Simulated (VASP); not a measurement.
Runs of VASP 6.6.1 on Ca. The structure is that of space group Fd-3m (No. 227), or close to it. The cells are those of the table. 

```tsv
cell	gap on the mesh (eV)	pressure (GPa)
a = 6.008 Å, angles 60.0°, 2 atoms	none	(a)
a = 6.416 Å, angles 60.0°, 2 atoms	none	(b)
a = 6.094 Å, angles 60.0°, 2 atoms	none	0.2
a = 5.920 Å, angles 60.0°, 2 atoms	none	0.6
a = 6.338 Å, angles 60.0°, 2 atoms	none	-0.2
```

Alike in all rows: task single point; level revPBE; potentials or basis VASP PAW PBE potentials, release 64 (Ca_sv); no spin polarisation; k mesh 7 × 7 × 7; cutoff (eV) 520; smearing fermi-dirac 0.1 eV.

Fill in the values left out.

(a) 0.4; (b) -0.3.

Caveats: the PAW data sets were made with another functional, which shifts forces and pressure a little.

A gap of «none» marks levels without a gap at the run's occupations.
